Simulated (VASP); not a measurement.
Write the native input for VASP 6.6.1 that does the following.

- Task: single point
- Functional: PBE
- Potentials or basis: VASP PAW PBE potentials, release 64 (Au)
- Cutoff: 520 eV
- k mesh: 11 × 11 × 11
- Occupations: fermi-dirac, width 0.05 eV
- Spin: no spin polarisation
- Dipole correction: no
- Further INCAR settings: ALGO = Normal; EDIFF = 1e-06; NBANDS = 12

The structure of Au lies in POSCAR:

```
Au
1.0
   -1.6234376908      1.6234376908      1.6234376908
    1.6234376908     -1.6234376908      1.6234376908
    1.6234376908      1.6234376908     -1.6234376908
Au
1
Direct
    0.0000000000      0.0000000000      0.0000000000
```

This cell differs from its parent crystal: volume scaled by 0.94.

The input as run:

INCAR

```
ALGO = Normal
EDIFF = 1E-6
ENCUT = 520
GGA = PE
ISIF = 2
ISMEAR = -1
LASPH = True
LCHARG = False
LREAL = False
LWAVE = False
NBANDS = 12
NELM = 80
PREC = Accurate
SIGMA = 0.05
```

KPOINTS

```
k-points
0
Gamma
  11 11 11
```

Potentials or basis: VASP PAW PBE potentials, release 64 (Au).

Command:

```bash
$ cat potpaw_PBE.64/Au/POTCAR > POTCAR
$ mpirun -np 1 vasp_std > vasp.out
```

It gave:

```yaml
Pressure: 8.4 GPa
```

Run time: 9.4 s on 1 thread of Intel Xeon 8259CL, with other jobs on the host, peak memory 0.15 GiB.
